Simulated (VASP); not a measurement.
Input of a VASP 6.6.1 run:

The input INCAR:

```
PREC = Accurate ; ENCUT = 600
EDIFF = 1E-6 ; ISMEAR = 0
SIGMA = 0.2 ; LREAL = False
LASPH = True ; NELM = 100
ALGO = Normal ; ISIF = 3
LWAVE = False ; LCHARG = False
GGA = PE ; IBRION = 2
NSW = 36 ; EDIFFG = -0.08
```

KPOINTS

```
regular mesh
0
Gamma
  4 4 2
```

File POSCAR:

```
K3RuW
1.0
    4.5568237900      0.0000000000      0.0000000000
   -2.2784118900      3.9463251600      0.0000000000
    0.0000000000      0.0000000000      8.7873580500
K Ru W
3 1 1
Direct
    0.3333333300      0.6666666700      0.1874672800
    0.3333333300      0.6666666700      0.8125327200
    0.6666666700      0.3333333300      0.5000000000
    0.6666666700      0.3333333300      0.0000000000
    0.0000000000      0.0000000000      0.0000000000
```

Potentials or basis: VASP PAW PBE potentials, release 64 (K_sv, Ru_pv, W_sv).

Launch:

```console
$ cat potpaw_PBE.64/K_sv/POTCAR potpaw_PBE.64/Ru_pv/POTCAR potpaw_PBE.64/W_sv/POTCAR > POTCAR
$ mpirun -np 1 vasp_std > vasp.out
```

Task: What does it give for the relaxed cell?

Result: a = 4.181 Å, b = 4.181 Å, c = 14.101 Å, α = 90.00°, β = 90.00°, γ = 120.00°.

Task: What does it give for the band gap on the k mesh?

Result: Zero (an odd number of electrons rules out a gap without spin polarisation).

Task: Predict the space group after relaxing (to 0.1 Å).

Result: P-6m2 (No. 187).

Step by step:
| step | energy change (eV) | largest force (eV/Å) | pressure (GPa) | volume (Å³) |
| --- | --- | --- | --- | --- |
| 1 | 0.0000 | 1.9302 | 3.17 | 158.02 |
| 2 | -0.6850 | 1.0854 | -0.41 | 172.58 |
| 3 | -0.9953 | 0.1408 | -3.62 | 193.59 |
| 4 | -1.4554 | 0.0295 | -3.23 | 192.69 |
| 5 | -2.2274 | 0.5184 | -0.48 | 186.48 |
| 6 | -2.2293 | 0.5491 | -0.14 | 185.84 |
| 7 | -2.2297 | 0.5377 | -0.27 | 186.09 |
| 8 | -2.2546 | 0.4853 | 0.02 | 185.02 |
| 9 | -2.3015 | 0.3112 | 0.97 | 181.84 |
| 10 | -2.2482 | 0.1293 | 3.33 | 175.56 |
| 11 | -2.3075 | 0.2218 | 1.47 | 180.36 |
| 12 | -2.3249 | 0.1985 | 1.32 | 181.49 |
| 13 | -2.3683 | 0.1299 | 0.91 | 184.89 |
| 14 | -2.4168 | 0.0009 | 0.22 | 191.82 |
| 15 | -2.3794 | 0.2402 | -0.79 | 206.16 |
| 16 | -2.4226 | 0.0884 | -0.14 | 196.27 |
| 17 | -2.4605 | 0.1115 | 0.07 | 198.66 |
| 18 | -2.5103 | 0.1803 | 0.70 | 205.42 |
| 19 | -2.5237 | 0.0581 | -0.20 | 213.51 |

Caveat: the k points lie up to 0.43 Å⁻¹ apart in the final cell, too coarse for converged energies and pressures of a metal; the volume moved by over 15 % at a fixed basis, so the end points are rough; spin-orbit coupling is left out, which moves the levels of the heavy elements; the relaxation stopped at a loose force limit of 0.08 eV/Å, so its end isn't a converged minimum.
